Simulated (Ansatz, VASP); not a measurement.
**Cs: VASP beside Ansatz**

```xyz
3
Lattice="8.3324 0.0000 0.0000 -4.1662 7.2161 0.0000 0.0000 0.0000 4.9860" Properties=species:S:1:pos:R:3 pbc="T T T"
Cs   -4.1662    7.2161    0.0000
Cs    0.0000    4.8107    2.4930
Cs    4.1662    2.4054    2.4930
```

Alike in both runs: task single point; functional LDA; k mesh 5 × 5 × 7; occupations fermi-dirac, width 0.1 eV; no spin polarisation.

```csv
,VASP,Ansatz
version,VASP 6.6.1,Ansatz 0.2.0
potentials or method,"VASP PAW LDA potentials, release 64 (Cs_sv), cutoff 520 eV","plane waves (420 eV) with PAW, scalar-relativistic"
valence electrons in the cell,27,27
```

|  | VASP | Ansatz | Ansatz less VASP |
| --- | --- | --- | --- |
| pressure (GPa) | -0.1 | -0.1 | +0.01 |

Ansatz warns that its potentials were made for another functional, while VASP's fit it. LDA's correlation is that of Perdew and Zunger in VASP and of Perdew and Wang (1992) in Ansatz.

Neither program's run includes spin-orbit coupling.
